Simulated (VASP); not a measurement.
Runs of VASP 6.6.1 on BeTe. The structure is that of space group F-43m (No. 216), or close to it. The cells are those of the table. 

```csv
task,cell,k mesh,smearing,ions in elastic constants,gap on the mesh (eV),pressure (GPa)
single point,"a = 4.040 Å, angles 60.0°, 2 atoms",6 × 6 × 6,gaussian 0.05 eV,-,1.96,(a)
single point,"a = 3.929 Å, angles 60.0°, 2 atoms",6 × 6 × 6,gaussian 0.05 eV,-,1.77,0.2
single point,"a = 3.929 Å, angles 60.0°, 2 atoms",8 × 8 × 8,gaussian 0.02 eV,-,1.77,0.2
single point,"a = 3.988 Å, angles 60.0°, 2 atoms",6 × 6 × 6,gaussian 0.05 eV,-,1.88,-2.4
```

Alike in all rows: level LDA; potentials or basis VASP PAW LDA potentials, release 64 (Be, Te); no spin polarisation; cutoff (eV) 600.

Question: Fill in the values left out.

Answer: (a) -4.3.

Caveats: spin-orbit coupling is left out, which moves the levels of the heavy elements.

A k mesh can miss the band edges, and the runs leave out spin-orbit coupling on Te.
